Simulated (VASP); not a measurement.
# Pb (Fm-3m) in VASP: a series of runs

Runs on Pb. Level: PBEsol-based screened hybrid with 25 % exact exchange. Tasks: single point.

Everything below comes from runs of VASP 6.6.1. Logs are shortened: lines on timing, memory, paths and dates and some standing lists are left out, and cuts for length are marked.

## Step 1: The cell of the first run

Symmetry: Fm-3m, No. 225, cubic system. Conventional cell: a = 4.849 Å, b = 4.849 Å, c = 4.849 Å, α = 90.00°, β = 90.00°, γ = 90.00°. Pb (site symmetry m-3m) has 12 Pb at 3.43 Å within 4.5 Å.

## Step 2: Single point, PBEsol-based screened hybrid with 25 % exact exchange

The input, POSCAR:

```
Pb
1.0
    0.0000000000      2.4244952108      2.4244952108
    2.4244952108      0.0000000000      2.4244952108
    2.4244952108      2.4244952108      0.0000000000
Pb
1
Direct
    0.0000000000      0.0000000000      0.0000000000
```

The input, INCAR.step1:

```
SYSTEM = Pb
ALGO = Normal
EDIFF = 1E-5
ENCUT = 520
GGA = PE
ISIF = 2
ISMEAR = -1
LASPH = .True.
LREAL = .False.
LWAVE = .True.
NBANDS = 13
NELM = 100
PREC = Accurate
SIGMA = 0.05
```

The input, INCAR.step2:

```
SYSTEM = Pb
AEXX = 0.25
ALGO = Normal
EDIFF = 1E-6
ENCUT = 520
GGA = PS
HFSCREEN = 0.207
ISIF = 2
ISMEAR = -1
ISTART = 1
LASPH = .True.
LCHARG = .True.
LELF = .True.
LHFCALC = .True.
LREAL = .False.
LVHAR = .True.
LWAVE = .False.
NBANDS = 13
NELM = 100
PREC = Accurate
PRECFOCK = Normal
SIGMA = 0.05
```

The input, KPOINTS:

```
k-points
0
Gamma
  5 5 5
  0 0 0
```

Potentials or basis: VASP PAW PBE potentials, release 64 (Pb_d).

On the command line:

```
> cat potpaw_PBE.64/Pb_d/POTCAR > POTCAR
> cp INCAR.step1 INCAR
> mpirun -np 1 vasp_std > vasp.out
> cp INCAR.step2 INCAR
> mpirun -np 1 vasp_std > vasp.out
```

OUTCAR:

```text
SYSTEM = Pb
   AEXX = 0.25
   EDIFF = 1E-6
   ENCUT = 520
   GGA = PS
   HFSCREEN = 0.207
   ISIF = 2
   ISMEAR = -1
   ISTART = 1
   LASPH = .True.
   LHFCALC = .True.
   LREAL = .False.
   NELM = 100
   PREC = Accurate
   PRECFOCK = Normal

 ion  position               nearest neighbor table
   1  0.000  0.000  0.000-

  LATTYP: Found a face centered cubic cell.
 ALAT       =     4.8489904216

  Lattice vectors:

 A1 = (   0.0000000000,   2.4244952108,   2.4244952108)
 A2 = (   2.4244952108,   0.0000000000,   2.4244952108)
 A3 = (   2.4244952108,   2.4244952108,   0.0000000000)

Analysis of symmetry for initial positions (statically):
=====================================================================
 Subroutine PRICEL returns:
 Original cell was already a primitive cell.

 Routine SETGRP: Setting up the symmetry group for a
 face centered cubic supercell.

 Subroutine GETGRP returns: Found 48 space group operations
 (whereof 48 operations were pure point group operations)
 out of a pool of 48 trial point group operations.

The static configuration has the point symmetry O_h .

Analysis of symmetry for dynamics (positions and initial velocities):
=====================================================================
 Subroutine PRICEL returns:
 Original cell was already a primitive cell.

 Routine SETGRP: Setting up the symmetry group for a
 face centered cubic supercell.

 Subroutine GETGRP returns: Found 48 space group operations
 (whereof 48 operations were pure point group operations)
 out of a pool of 48 trial point group operations.

The dynamic configuration has the point symmetry O_h .

 Subroutine INISYM returns: Found 48 space group operations
 (whereof 48 operations are pure point group operations),
 and found     1 'primitive' translations

----------------------------------------------------------------------------------------

                                     Primitive cell

  volume of cell :      28.5032

  direct lattice vectors                    reciprocal lattice vectors
     0.000000000  2.424495211  2.424495211    -0.206228496  0.206228496  0.206228496
     2.424495211  0.000000000  2.424495211     0.206228496 -0.206228496  0.206228496
     2.424495211  2.424495211  0.000000000     0.206228496  0.206228496 -0.206228496

  length of vectors
     3.428754009  3.428754009  3.428754009     0.357198232  0.357198232  0.357198232

  position of ions in fractional coordinates (direct lattice)
     0.000000000  0.000000000  0.000000000

  ion indices of the primitive-cell ions
   primitive index   ion index
                 1           1

----------------------------------------------------------------------------------------

 KPOINTS: k-points

Automatic generation of k-mesh.
 Grid dimensions read from file:
 generate k-points for:    5    5    5

 Generating k-lattice:

  Cartesian coordinates                     Fractional coordinates (reciprocal lattice)
    -0.041245699  0.041245699  0.041245699     0.200000000  0.000000000  0.000000000
     0.041245699 -0.041245699  0.041245699     0.000000000  0.200000000  0.000000000
     0.041245699  0.041245699 -0.041245699     0.000000000  0.000000000  0.200000000

  Length of vectors
     0.071439646  0.071439646  0.071439646

  Shift w.r.t. Gamma in fractional coordinates (k-lattice)
     0.000000000  0.000000000  0.000000000

 Subroutine IBZKPT returns following result:
 ===========================================

 Found     10 irreducible k-points:

 Following reciprocal coordinates:
            Coordinates               Weight
  0.000000  0.000000  0.000000      1.000000
  0.200000  0.000000  0.000000      8.000000
  0.400000  0.000000  0.000000      8.000000
  0.200000  0.200000  0.000000      6.000000
  0.400000  0.200000  0.000000     24.000000
 -0.400000  0.200000  0.000000     24.000000
 -0.200000  0.200000  0.000000     12.000000
  0.400000  0.400000  0.000000      6.000000
 -0.400000  0.400000  0.000000     12.000000
 -0.400000  0.400000  0.200000     24.000000
   k-points           NKPTS =     10   k-points in BZ     NKDIM =    125   number of bands    NBANDS=     13
   number of dos      NEDOS =    301   number of ions     NIONS =      1
   total plane-waves  NPLWV =  21952
   dimension x,y,z NGX =    28 NGY =   28 NGZ =   28
   dimension x,y,z NGXF=    56 NGYF=   56 NGZF=   56
   ions per type =               1
   NGX,Y,Z   is equivalent  to a cutoff of  13.58, 13.58, 13.58 a.u.
   NGXF,Y,Z  is equivalent  to a cutoff of  27.15, 27.15, 27.15 a.u.
 SYSTEM =  Pb
   PREC   = accura    normal or accurate (medium, high low for compatibility)
   ISTART =      1    job   : 0-new  1-cont  2-samecut
   ICHARG =      0    charge: 1-file 2-atom 10-const
   ISPIN  =      1    spin polarized calculation?
   LNONCOLLINEAR =      F non collinear calculations
   LSORBIT =      F    spin-orbit coupling
   LASPH  =      T    aspherical Exc in radial PAW
   ENCUT  =  520.0 eV  38.22 Ry    6.18 a.u.   6.38  6.38  6.38*2*pi/ulx,y,z
   NELM   =    100;   NELMIN=  2; NELMDL=  0     # of ELM steps
   EDIFF  = 0.1E-05   stopping-criterion for ELM
   LREAL  =      F    real-space projection
   EDIFFG = 0.1E-04   stopping-criterion for IOM
   NSW    =      0    number of steps for IOM
   IBRION =     -1    ionic relax: 0-MD 1-quasi-New 2-CG
   NFREE  =      0    steps in history (QN), initial steepest desc. (CG)
   ISIF   =      2    stress and relaxation
   ISYM   =      3    0-nonsym 1-usesym 2-fastsym
   POTIM  = 0.5000    time-step for ionic-motion
   TEBEG  =    0.0;   TEEND  =   0.0 temperature during run
   PSTRESS=    0.0 pullay stress
   NELECT =      14.0000    total number of electrons
   NUPDOWN=      -1.0000    fix difference up-down
   EMIN   =  10.00;   EMAX   =-10.00  energy-range for DOS
   EFERMI =   0.00;   METHOD = LEGACY
   ISMEAR =    -1;   SIGMA  =   0.05  broadening in eV -4-tet -1-fermi 0-gaus
   EFERMI_NEDOS =   21; number of points for ismear=-14 and -15
   IALGO  =     38    algorithm
   IMIX   =      1    mixing-type and parameters
     AMIX     =   0.40;   BMIX     =  1.00
     AMIX_MAG =   1.60;   BMIX_MAG =  1.00
  volume/ion in A,a.u.               =      28.50       192.35
  Fermi-wavevector in a.u.,A,eV,Ry     =   1.291674  2.440910 22.700248  1.668421
  Thomas-Fermi vector in A             =   2.423429
   LORBIT       =      0    0 simple, 1 ext, 2 COOP (PROOUT), +10 PAW based schemes
   GGA     = PS    functional components
   LHFCALC =     T    Hartree Fock is set to
   PRECFOCK=normal    Normal, Fast or Accurate (Low or Medium for compatibility)
   ENCUT4O =  -1.0   cutoff for four orbital integrals eV
   NKREDX  =     1    reduce k-point grid by
   NKREDY  =     1    reduce k-point grid by
   NKREDZ  =     1    reduce k-point grid by
   AEXX    =    0.2500 exact exchange contribution
   HFSCREEN=    0.2070 screening length (either q_TF or 0.3 A-1)
   HFSCREENC=   0.2070 screening length for correlation (either q_TF or 0.3 A-1)
   ENCUTFOCK=  -1.0 apply spherical cutoff to Coloumb kernel
   IVDW    =     0    specifies the selected vdW correction
   LEPSILON=     F    determine dielectric tensor
   LRPA    =     F    only Hartree local field effects (RPA)
 non-spin polarized calculation
  energy-cutoff  :      520.00
  volume of cell :       28.50
 maximum number of plane-waves:       785
 NGX is ok and might be reduce to    28
  NGX = 20; NGY = 20; NGZ = 20

 number of electron      14.0000001 magnetization

 Free energy of the ion-electron system (eV)
  ---------------------------------------------------
  ext. energy  EPLUGINS =         0.00000000
  ---------------------------------------------------
  free energy    TOTEN  =        -4.35656561 eV

  energy without entropy =       -4.34381921  energy(sigma->0) =       -4.35019241

 E-fermi :   7.3693     XC(G=0):  -8.7760

 val. band max:        7.3436623010   @ k =  -0.4000   0.4000   0.2000
 cond. band min:       8.2193718667   @ k =  -0.2000   0.2000   0.0000
 fundamental gap:      0.8757095657
 Fermi energy:         7.3692656667

 k-point     1 :       0.0000    0.0000    0.0000
  band No.  band energies     occupation
      1     -11.2193      2.00000
      2     -11.2193      2.00000
      3     -11.2193      2.00000
      4     -11.0389      2.00000
      5     -11.0389      2.00000
      6      -5.7957      2.00000
      7      16.4769      0.00000
      8      16.4769      0.00000
      9      16.4769      0.00000
     10      18.3526      0.00000
     11      20.7677      0.00000
     12      21.5148      0.00000
     13      21.5148      0.00000

 k-point     2 :       0.2000    0.0000    0.0000
  band No.  band energies     occupation
      1     -11.2294      2.00000
      2     -11.1758      2.00000
      3     -11.1758      2.00000
      4     -11.0229      2.00000
      5     -11.0229      2.00000
      6      -4.8756      2.00000
      7      10.5421      0.00000
      8      15.5959      0.00000
      9      15.5959      0.00000
     10      17.7958      0.00000
     11      21.0935      0.00000
     12      21.8722      0.00000
     13      21.8722      0.00000

 k-point     3 :       0.4000    0.0000    0.0000
  band No.  band energies     occupation
      1     -11.2649      2.00000
      2     -11.1978      2.00000
      3     -11.1978      2.00000
      4     -10.9001      2.00000
      5     -10.9001      2.00000
      6      -2.2486      2.00000
      7       4.1557      2.00000
      8      14.5203      0.00000
      9      14.5203      0.00000
     10      17.6912      0.00000
     11      18.9315      0.00000
     12      20.2806      0.00000
     13      20.2806      0.00000
[... 81 lines left out ...]
 k-point     9 :      -0.4000    0.4000    0.0000
  band No.  band energies     occupation
      1     -11.3583      2.00000
      2     -11.2418      2.00000
      3     -10.9365      2.00000
      4     -10.9221      2.00000
      5     -10.8661      2.00000
      6       0.5739      2.00000
      7       4.5589      2.00000
      8       6.9968      1.99884
      9      10.8841      0.00000
     10      14.7157      0.00000
     11      18.8349      0.00000
     12      25.9981      0.00000
     13      27.1043      0.00000

 k-point    10 :      -0.4000    0.4000    0.2000
  band No.  band energies     occupation
      1     -11.2322      2.00000
      2     -11.2167      2.00000
      3     -11.0770      2.00000
      4     -10.9546      2.00000
      5     -10.8748      2.00000
      6      -0.2540      2.00000
      7       5.6634      2.00000
      8       7.3437      1.25058
      9       9.5664      0.00000
     10      18.6925      0.00000
     11      19.7074      0.00000
     12      21.3476      0.00000
     13      25.3988      0.00000

------------------------ aborting loop because EDIFF is reached ----------------------------------------

  FORCE on cell =-STRESS in cart. coord.  units (eV):
  Direction    XX          YY          ZZ          XY          YZ          ZX
  --------------------------------------------------------------------------------------
  -------------------------------------------------------------------------------------
  Total        0.3313202      0.3313202      0.3313202      0.0000000     -0.0000000      0.0000000
  in kB       18.6236369     18.6236369     18.6236369      0.0000000     -0.0000000      0.0000000
  external PRESSURE =      18.6236369 kB  Pullay stress =       0.0000000 kB

 VOLUME and BASIS-vectors are now :
 -----------------------------------------------------------------------------
  energy-cutoff  :      520.00
  volume of cell :       28.50
      direct lattice vectors                 reciprocal lattice vectors
     0.000000000  2.424495211  2.424495211    -0.206228496  0.206228496  0.206228496
     2.424495211  0.000000000  2.424495211     0.206228496 -0.206228496  0.206228496
     2.424495211  2.424495211  0.000000000     0.206228496  0.206228496 -0.206228496

 POSITION                                       TOTAL-FORCE (eV/Angst)
 -----------------------------------------------------------------------------------
      0.00000      0.00000      0.00000        -0.000000      0.000000     -0.000000
 -----------------------------------------------------------------------------------
    total drift:                                0.000001     -0.000001      0.000002

  FREE ENERGIE OF THE ION-ELECTRON SYSTEM (eV)
  ---------------------------------------------------
  free  energy   TOTEN  =        -4.3565656079 eV

  energy  without entropy=       -4.3438192083  energy(sigma->0) =       -4.35019241
```

Wall time 6.3 min (1 thread of Intel Xeon Platinum 8488C (Sapphire Rapids), shared host); peak memory 0.26 GiB.

Results:

```yaml
Free_energy: -4.3566 eV
Pressure: 1.9 GPa
Band_gap_on_the_k_mesh: zero (bands 7 and 8 overlap by 9.48 eV)
```

Levels at points of the mesh, in eV from the Fermi level:
| k point | band 5 | band 6 | band 7 | band 8 | band 9 | band 10 |
| --- | --- | --- | --- | --- | --- | --- |
| (0.00, 0.00, 0.00) | -18.41 | -13.16 | 9.11 | 9.11 | 9.11 | 10.98 |

Caveat: the k points lie up to 0.45 Å⁻¹ apart, too coarse for converged energies and pressures of a metal; the PAW data sets were made with another functional, which shifts forces and pressure a little; spin-orbit coupling is left out, which moves the levels of the heavy elements.

## Step 3: Single point, PBEsol-based screened hybrid with 25 % exact exchange

This run uses another cell than the first one, of 29.11 Å³/atom.

The input, POSCAR:

```
Pb
1.0
    0.0000000000      2.4415696833      2.4415696833
    2.4415696833      0.0000000000      2.4415696833
    2.4415696833      2.4415696833      0.0000000000
Pb
1
Direct
    0.0000000000      0.0000000000      0.0000000000
```

The input, INCAR.step1:

```
SYSTEM = Pb
PREC = Accurate ; ENCUT = 520
EDIFF = 1E-5 ; ISMEAR = -1
SIGMA = 0.05 ; LREAL = .FALSE.
LASPH = .TRUE. ; NELM = 80
ALGO = Normal ; ISIF = 2
LWAVE = .TRUE. ; NBANDS = 13
GGA = PE
```

The input, INCAR.step2:

```
SYSTEM = Pb
PREC = Accurate ; ENCUT = 520
EDIFF = 1E-6 ; ISMEAR = -1
SIGMA = 0.05 ; LREAL = .FALSE.
LASPH = .TRUE. ; NELM = 80
ALGO = Normal ; ISIF = 2
LWAVE = .FALSE. ; LCHARG = .TRUE.
GGA = PS ; LHFCALC = .TRUE.
AEXX = 0.25 ; HFSCREEN = 0.207
PRECFOCK = Normal ; LELF = .TRUE.
LVHAR = .TRUE. ; NBANDS = 13
ISTART = 1
```

The input, KPOINTS:

```
regular mesh
0
G
  5 5 5
  0 0 0
```

Potentials or basis: VASP PAW PBE potentials, release 64 (Pb_d).

On the command line:

```
> cat potpaw_PBE.64/Pb_d/POTCAR > POTCAR
> cp INCAR.step1 INCAR
> mpirun -np 1 vasp_std > vasp.out
> cp INCAR.step2 INCAR
> mpirun -np 1 vasp_std > vasp.out
```

OUTCAR:

```text
SYSTEM = Pb
   PREC = Accurate
   ENCUT = 520
   EDIFF = 1E-6
   ISMEAR = -1
   LREAL = .FALSE.
   LASPH = .TRUE.
   NELM = 80
   ISIF = 2
   GGA = PS
   LHFCALC = .TRUE.
   AEXX = 0.25
   HFSCREEN = 0.207
   PRECFOCK = Normal
   ISTART = 1

 ion  position               nearest neighbor table
   1  0.000  0.000  0.000-

  LATTYP: Found a face centered cubic cell.
 ALAT       =     4.8831393666

  Lattice vectors:

[... 332 lines left out ...]
     11      19.3410      0.00000
     12      20.9329      0.00000
     13      24.9588      0.00000

------------------------ aborting loop because EDIFF is reached ----------------------------------------

  FORCE on cell =-STRESS in cart. coord.  units (eV):
  Direction    XX          YY          ZZ          XY          YZ          ZX
  --------------------------------------------------------------------------------------
  -------------------------------------------------------------------------------------
  Total        0.1112464      0.1112464      0.1112464      0.0000000      0.0000000      0.0000000
  in kB        6.1229310      6.1229310      6.1229310      0.0000000      0.0000000      0.0000000
  external PRESSURE =       6.1229310 kB  Pullay stress =       0.0000000 kB

 VOLUME and BASIS-vectors are now :
 -----------------------------------------------------------------------------
  energy-cutoff  :      520.00
  volume of cell :       29.11
      direct lattice vectors                 reciprocal lattice vectors
     0.000000000  2.441569683  2.441569683    -0.204786291  0.204786291  0.204786291
     2.441569683  0.000000000  2.441569683     0.204786291 -0.204786291  0.204786291
     2.441569683  2.441569683  0.000000000     0.204786291  0.204786291 -0.204786291

 POSITION                                       TOTAL-FORCE (eV/Angst)
 -----------------------------------------------------------------------------------
      0.00000      0.00000      0.00000         0.000000     -0.000000      0.000000
 -----------------------------------------------------------------------------------
    total drift:                               -0.000000     -0.000001      0.000003

  FREE ENERGIE OF THE ION-ELECTRON SYSTEM (eV)
  ---------------------------------------------------
  free  energy   TOTEN  =        -4.3619259137 eV

  energy  without entropy=       -4.3491699942  energy(sigma->0) =       -4.35554795
```

Run time: 8 min. Hardware: 1 thread of Intel Xeon Platinum 8488C (Sapphire Rapids), shared host; peak memory 0.26 GiB.

What came out:

- Free energy: -4.3619 eV
- Pressure: 0.6 GPa
- Band gap on the k mesh: zero (bands 7 and 8 overlap by 9.27 eV)

Caveat: the k points lie up to 0.45 Å⁻¹ apart, too coarse for converged energies and pressures of a metal; the PAW data sets were made with another functional, which shifts forces and pressure a little; spin-orbit coupling is left out, which moves the levels of the heavy elements.
